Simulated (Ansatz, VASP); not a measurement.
## One calculation of TiO, two programs

```
Ti O
1.0
     2.74210    0.00000    0.00000
    -1.37105    2.37473    0.00000
     0.00000    0.00000    2.68200
Ti O
1 1
Direct
  0.66667 0.33333 0.00000
  0.00000 0.00000 0.50000
```

Alike in both runs: task single point; functional PBEsol; k mesh 18 × 18 × 16; occupations gaussian, width 0.15 eV; no spin polarisation.

```csv
,VASP,Ansatz
version,VASP 6.6.1,Ansatz 0.2.0
potentials or method,"VASP PAW PBE potentials, release 64 (Ti_sv, O), cutoff 520 eV","scalar-relativistic, plane waves, PAW"
valence electrons in the cell,18,18
```

VASP gave:

```
gap on the k mesh at the Fermi level (eV)                     : none
pressure (GPa)                                                : 24.4
traceless stress, the component that is largest in VASP (GPa) : 10.07
```

Task: Which values does Ansatz return?

Result: gap on the k mesh at the Fermi level (eV): none; pressure (GPa): 23.5; traceless stress, the component that is largest in VASP (GPa): 9.83.

VASP's potentials were made for PBE, not for PBEsol, and Ansatz warns of the same on its side. A gap of «none» marks a metal or a gap that the smearing closes.
